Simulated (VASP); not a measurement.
# Bi (Fm-3m) in VASP: notebook

Runs on Bi. Level: RPBE. Tasks: single point.

Program: VASP 6.6.1. These are calculated values, not measurements. Logs are shortened: lines on timing, memory, paths and dates and some standing lists are left out, and cuts for length are marked.

## (1) The cell of the first run

The structure is cubic, space group Fm-3m (No. 225). Conventional cell: a = 4.868 Å, b = 4.868 Å, c = 4.868 Å, α = 90.00°, β = 90.00°, γ = 90.00°. Bi (site symmetry m-3m) has 12 Bi at 3.44 Å within 4.5 Å.

## (2) Single point, RPBE (volume scaled by 0.88)

Contents of INCAR:

```
  ALGO = Normal
  EDIFF = 1E-6
  ENCUT = 520
  GGA = RP
  ISIF = 2
  ISMEAR = -1
  LASPH = T
  LCHARG = F
  LREAL = F
  LWAVE = F
  NBANDS = 14
  NELM = 80
  PREC = Accurate
  SIGMA = 0.1
```

Contents of KPOINTS:

```
k-points
0
Gamma
  12 12 12
```

Contents of POSCAR:

```
Bi
1.0
    0.0000000000      2.4340386940      2.4340386940
    2.4340386940      0.0000000000      2.4340386940
    2.4340386940      2.4340386940      0.0000000000
Bi
1
Direct
    0.0000000000      0.0000000000      0.0000000000
```

Potentials or basis: VASP PAW PBE potentials, release 64 (Bi_d).

Launch:

```
> cat potpaw_PBE.64/Bi_d/POTCAR > POTCAR
> mpirun -np 1 vasp_std > vasp.out
```

OUTCAR:

```text
EDIFF = 1E-6
   ENCUT = 520
   GGA = RP
   ISIF = 2
   ISMEAR = -1
   LASPH = T
   LREAL = F
   NELM = 80
   PREC = Accurate

 ion  position               nearest neighbor table
   1  0.000  0.000  0.000-

  LATTYP: Found a face centered cubic cell.
 ALAT       =     4.8680773880

  Lattice vectors:

 A1 = (   0.0000000000,   2.4340386940,   2.4340386940)
 A2 = (   2.4340386940,   0.0000000000,   2.4340386940)
 A3 = (   2.4340386940,   2.4340386940,   0.0000000000)

Analysis of symmetry for initial positions (statically):
=====================================================================
 Subroutine PRICEL returns:
 Original cell was already a primitive cell.

 Routine SETGRP: Setting up the symmetry group for a
 face centered cubic supercell.

 Subroutine GETGRP returns: Found 48 space group operations
 (whereof 48 operations were pure point group operations)
 out of a pool of 48 trial point group operations.

The static configuration has the point symmetry O_h .

Analysis of symmetry for dynamics (positions and initial velocities):
=====================================================================
 Subroutine PRICEL returns:
 Original cell was already a primitive cell.

 Routine SETGRP: Setting up the symmetry group for a
 face centered cubic supercell.

 Subroutine GETGRP returns: Found 48 space group operations
 (whereof 48 operations were pure point group operations)
 out of a pool of 48 trial point group operations.

The dynamic configuration has the point symmetry O_h .

 Subroutine INISYM returns: Found 48 space group operations
 (whereof 48 operations are pure point group operations),
 and found     1 'primitive' translations

----------------------------------------------------------------------------------------

                                     Primitive cell

  volume of cell :      28.8411

  direct lattice vectors                    reciprocal lattice vectors
     0.000000000  2.434038694  2.434038694    -0.205419906  0.205419906  0.205419906
     2.434038694  0.000000000  2.434038694     0.205419906 -0.205419906  0.205419906
     2.434038694  2.434038694  0.000000000     0.205419906  0.205419906 -0.205419906

  length of vectors
     3.442250532  3.442250532  3.442250532     0.355797714  0.355797714  0.355797714

  position of ions in fractional coordinates (direct lattice)
     0.000000000  0.000000000  0.000000000

  ion indices of the primitive-cell ions
   primitive index   ion index
                 1           1

----------------------------------------------------------------------------------------

 KPOINTS: k-points

Automatic generation of k-mesh.
 Grid dimensions read from file:
 generate k-points for:   12   12   12

 Generating k-lattice:

  Cartesian coordinates                     Fractional coordinates (reciprocal lattice)
    -0.017118326  0.017118326  0.017118326     0.083333333  0.000000000  0.000000000
     0.017118326 -0.017118326  0.017118326     0.000000000  0.083333333  0.000000000
     0.017118326  0.017118326 -0.017118326     0.000000000  0.000000000  0.083333333

  Length of vectors
     0.029649810  0.029649810  0.029649810

  Shift w.r.t. Gamma in fractional coordinates (k-lattice)
     0.000000000  0.000000000  0.000000000

 Subroutine IBZKPT returns following result:
 ===========================================

 Found     72 irreducible k-points:

 Following reciprocal coordinates:
            Coordinates               Weight
  0.000000  0.000000  0.000000      1.000000
  0.083333  0.000000  0.000000      8.000000
  0.166667  0.000000  0.000000      8.000000
  0.250000  0.000000  0.000000      8.000000
  0.333333  0.000000  0.000000      8.000000
  0.416667  0.000000  0.000000      8.000000
[... 16 lines left out ...]
  0.500000  0.166667  0.000000     24.000000
 -0.416667  0.166667  0.000000     24.000000
 [... further k-points ...]
   k-points           NKPTS =     72   k-points in BZ     NKDIM =     72   number of bands    NBANDS=     14
   number of dos      NEDOS =    301   number of ions     NIONS =      1
   total plane-waves  NPLWV =  21952
   dimension x,y,z NGX =    28 NGY =   28 NGZ =   28
   dimension x,y,z NGXF=    56 NGYF=   56 NGZF=   56
   ions per type =               1
   NGX,Y,Z   is equivalent  to a cutoff of  13.52, 13.52, 13.52 a.u.
   NGXF,Y,Z  is equivalent  to a cutoff of  27.05, 27.05, 27.05 a.u.
 SYSTEM =  unknown system
   PREC   = accura    normal or accurate (medium, high low for compatibility)
   ISTART =      0    job   : 0-new  1-cont  2-samecut
   ICHARG =      2    charge: 1-file 2-atom 10-const
   ISPIN  =      1    spin polarized calculation?
   LNONCOLLINEAR =      F non collinear calculations
   LSORBIT =      F    spin-orbit coupling
   LASPH  =      T    aspherical Exc in radial PAW
   ENCUT  =  520.0 eV  38.22 Ry    6.18 a.u.   6.40  6.40  6.40*2*pi/ulx,y,z
   NELM   =     80;   NELMIN=  2; NELMDL= -5     # of ELM steps
   EDIFF  = 0.1E-05   stopping-criterion for ELM
   LREAL  =      F    real-space projection
   EDIFFG = 0.1E-04   stopping-criterion for IOM
   NSW    =      0    number of steps for IOM
   IBRION =     -1    ionic relax: 0-MD 1-quasi-New 2-CG
   NFREE  =      0    steps in history (QN), initial steepest desc. (CG)
   ISIF   =      2    stress and relaxation
   ISYM   =      2    0-nonsym 1-usesym 2-fastsym
   POTIM  = 0.5000    time-step for ionic-motion
   TEBEG  =    0.0;   TEEND  =   0.0 temperature during run
   PSTRESS=    0.0 pullay stress
   NELECT =      15.0000    total number of electrons
   NUPDOWN=      -1.0000    fix difference up-down
   EMIN   =  10.00;   EMAX   =-10.00  energy-range for DOS
   EFERMI =   0.00;   METHOD = LEGACY
   ISMEAR =    -1;   SIGMA  =   0.10  broadening in eV -4-tet -1-fermi 0-gaus
   EFERMI_NEDOS =   21; number of points for ismear=-14 and -15
   IALGO  =     38    algorithm
   IMIX   =      4    mixing-type and parameters
     AMIX     =   0.40;   BMIX     =  1.00
     AMIX_MAG =   1.60;   BMIX_MAG =  1.00
  volume/ion in A,a.u.               =      28.84       194.63
  Fermi-wavevector in a.u.,A,eV,Ry     =   1.316541  2.487902 23.582715  1.733281
  Thomas-Fermi vector in A             =   2.446646
   LORBIT       =      0    0 simple, 1 ext, 2 COOP (PROOUT), +10 PAW based schemes
   GGA     = RP    functional components
   LHFCALC =     F    Hartree Fock is set to
   AEXX    =    0.0000 exact exchange contribution
   IVDW    =     0    specifies the selected vdW correction
   LEPSILON=     F    determine dielectric tensor
   LRPA    =     F    only Hartree local field effects (RPA)
 non-spin polarized calculation
  energy-cutoff  :      520.00
  volume of cell :       28.84
 maximum number of plane-waves:       794
 NGX is ok and might be reduce to    28
   NGX = 13   NGY = 13   NGZ = 13

 number of electron      14.9999998 magnetization

 Free energy of the ion-electron system (eV)
  ---------------------------------------------------
  ext. energy  EPLUGINS =         0.00000000
  ---------------------------------------------------
  free energy    TOTEN  =        -3.24646334 eV

  energy without entropy =       -3.22630500  energy(sigma->0) =       -3.23638417

 E-fermi :   9.1325     XC(G=0): -10.5900

 val. band max:        9.1283248356   @ k =  -0.1667   0.2500   0.0833
 cond. band min:       9.1726292036   @ k =  -0.4167   0.4167   0.0833
 fundamental gap:      0.0443043680
 Fermi energy:         9.1324569388

 k-point     1 :       0.0000    0.0000    0.0000
  band No.  band energies     occupation
      1     -14.1331      2.00000
      2     -14.1331      2.00000
      3     -14.1331      2.00000
      4     -14.0421      2.00000
      5     -14.0421      2.00000
      6      -5.0574      2.00000
      7      14.5954      0.00000
      8      14.5954      0.00000
      9      14.5954      0.00000
     10      18.0598      0.00000
     11      18.8358      0.00000
     12      20.2904      0.00000
     13      20.2904      0.00000
     14      20.2904      0.00000

 k-point     2 :       0.0833    0.0000    0.0000
  band No.  band energies     occupation
      1     -14.1324      2.00000
      2     -14.1264      2.00000
      3     -14.1264      2.00000
      4     -14.0422      2.00000
      5     -14.0422      2.00000
      6      -4.9258      2.00000
      7      13.1101      0.00000
      8      14.4341      0.00000
      9      14.4341      0.00000
     10      17.6280      0.00000
     11      19.6158      0.00000
     12      20.5727      0.00000
     13      20.5727      0.00000
     14      21.8214      0.00000

 k-point     3 :       0.1667    0.0000    0.0000
  band No.  band energies     occupation
      1     -14.1305      2.00000
      2     -14.1132      2.00000
      3     -14.1132      2.00000
      4     -14.0370      2.00000
      5     -14.0370      2.00000
      6      -4.5343      2.00000
      7      10.5485      0.00000
      8      14.0424      0.00000
      9      14.0424      0.00000
     10      17.1423      0.00000
     11      20.8514      0.00000
     12      20.9402      0.00000
     13      20.9700      0.00000
     14      20.9700      0.00000
[... 324 lines left out ...]
 k-point    23 :       0.5000    0.1667    0.0000
  band No.  band energies     occupation
      1     -14.1452      2.00000
      2     -14.0950      2.00000
      3     -14.0798      2.00000
      4     -13.9917      2.00000
      5     -13.9460      2.00000
      6      -1.6134      2.00000
      7       4.1487      2.00000
      8       9.9708      0.00046
      9      11.6328      0.00000
     10      15.5682      0.00000
     11      20.0110      0.00000
     12      21.0199      0.00000
     13      22.2668      0.00000
     14      22.8579      0.00000

 k-point    24 :      -0.4167    0.1667    0.0000
  band No.  band energies     occupation
      1     -14.1373      2.00000
      2     -14.0942      2.00000
      3     -14.0835      2.00000
      4     -13.9797      2.00000
      5     -13.9601      2.00000
      6      -1.4811      2.00000
      7       3.9434      2.00000
      8       9.5335      0.03562
      9      12.0428      0.00000
     10      15.8300      0.00000
     11      19.6366      0.00000
     12      20.5850      0.00000
     13      23.1714      0.00000
     14      24.3093      0.00000

 [... further k-points ...]

------------------------ aborting loop because EDIFF is reached ----------------------------------------

  FORCE on cell =-STRESS in cart. coord.  units (eV):
  Direction    XX          YY          ZZ          XY          YZ          ZX
  --------------------------------------------------------------------------------------
  -------------------------------------------------------------------------------------
  Total        1.3865408      1.3865408      1.3865408      0.0000000     -0.0000000     -0.0000000
  in kB       77.0248415     77.0248415     77.0248415      0.0000000     -0.0000000     -0.0000000
  external PRESSURE =      77.0248415 kB  Pullay stress =       0.0000000 kB

 VOLUME and BASIS-vectors are now :
 -----------------------------------------------------------------------------
  energy-cutoff  :      520.00
  volume of cell :       28.84
      direct lattice vectors                 reciprocal lattice vectors
     0.000000000  2.434038694  2.434038694    -0.205419906  0.205419906  0.205419906
     2.434038694  0.000000000  2.434038694     0.205419906 -0.205419906  0.205419906
     2.434038694  2.434038694  0.000000000     0.205419906  0.205419906 -0.205419906

 POSITION                                       TOTAL-FORCE (eV/Angst)
 -----------------------------------------------------------------------------------
      0.00000      0.00000      0.00000         0.000000      0.000000     -0.000000
 -----------------------------------------------------------------------------------
    total drift:                               -0.000000     -0.000000     -0.000000

  FREE ENERGIE OF THE ION-ELECTRON SYSTEM (eV)
  ---------------------------------------------------
  free  energy   TOTEN  =        -3.2464633369 eV

  energy  without entropy=       -3.2263050014  energy(sigma->0) =       -3.23638417
```

It took 16 s on 1 thread of Intel Xeon 6975P-C (Granite Rapids), shared host; peak memory 0.16 GiB.

Results:

```yaml
Free_energy: -3.2465 eV
Pressure: 7.7 GPa
```

Caveat: the PAW data sets were made with another functional, which shifts forces and pressure a little; spin-orbit coupling is left out, which moves the levels of the heavy elements.

(Continued in part 2 of 2.)
